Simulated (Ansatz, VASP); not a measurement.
One calculation of AlP, two programs

The input INCAR:

```
SYSTEM = AlP
PREC     = Accurate       ! precision mode
ENCUT    = 500            ! plane-wave cutoff, eV
EDIFF    = 1E-6           ! SCF threshold, eV
ISMEAR   = 0              ! smearing method
SIGMA    = 0.02           ! smearing width, eV
LREAL    = .False.        ! projectors in reciprocal space
LASPH    = .True.         ! aspherical terms in the spheres
NELM     = 120            ! most SCF steps
ALGO     = Normal         ! electronic algorithm
ISIF     = 2              ! what is computed and relaxed
LWAVE    = .False.        ! write WAVECAR
LCHARG   = .True.         ! write CHGCAR
GGA      = PS             ! functional
LELF     = .True.         ! ELF
LVHAR    = .True.       
NBANDS   = 11             ! bands
GGA_COMPAT= .False.
```

File KPOINTS:

```
Automatic mesh
0
Gamma
  6 6 6
  0 0 0
```

The input POSCAR:

```
AlP
1.0
    0.0000000000      2.7351592013      2.7351592013
    2.7351592013      0.0000000000      2.7351592013
    2.7351592013      2.7351592013      0.0000000000
Al P
1 1
Direct
    0.0000000000      0.0000000000      0.0000000000
    0.2500000000      0.2500000000      0.2500000000
```

Input for Ansatz:

```yaml
crystal:
  lattice:
    - [0.0, 2.7351592013, 2.7351592013]
    - [2.7351592013, 0.0, 2.7351592013]
    - [2.7351592013, 2.7351592013, 0.0]
  atoms:
    - { symbol: Al, position: [0.0, 0.0, 0.0] }
    - { symbol: P, position: [0.25, 0.25, 0.25] }
basis:
  ecutwfc: 420
kpoints:
  mp_grid: { grid: [6, 6, 6] }
hamiltonian:
  xc: pbesol
  pseudopotentials: { kind: paw, azcp: { folder: soft_1 } }
scf:
  occupations: { method: gaussian, width: 0.02 }
output:
  forces: true
  stress: true
  eigenvalues: true
```

Alike in both runs: task single point; functional PBEsol; k mesh 6 × 6 × 6; occupations gaussian, width 0.02 eV; no spin polarisation.

```csv
,VASP,Ansatz
version,VASP 6.6.1,Ansatz 0.2.0
potentials or method,"VASP PAW PBE potentials, release 64 (Al, P), cutoff 500 eV","scalar-relativistic, plane waves, PAW"
valence electrons in the cell,8,8
```

|  | VASP | Ansatz | Ansatz less VASP |
| --- | --- | --- | --- |
| gap on the k mesh at the Fermi level (eV) | 1.45 | 1.45 | +0.002 |
| least direct gap on the mesh (eV) | 3.15 | 3.15 | -0.006 |
| pressure (GPa) | 0.1 | 0.0 | -0.04 |

VASP's potentials were made for PBE, not for PBEsol, and Ansatz warns of the same on its side.
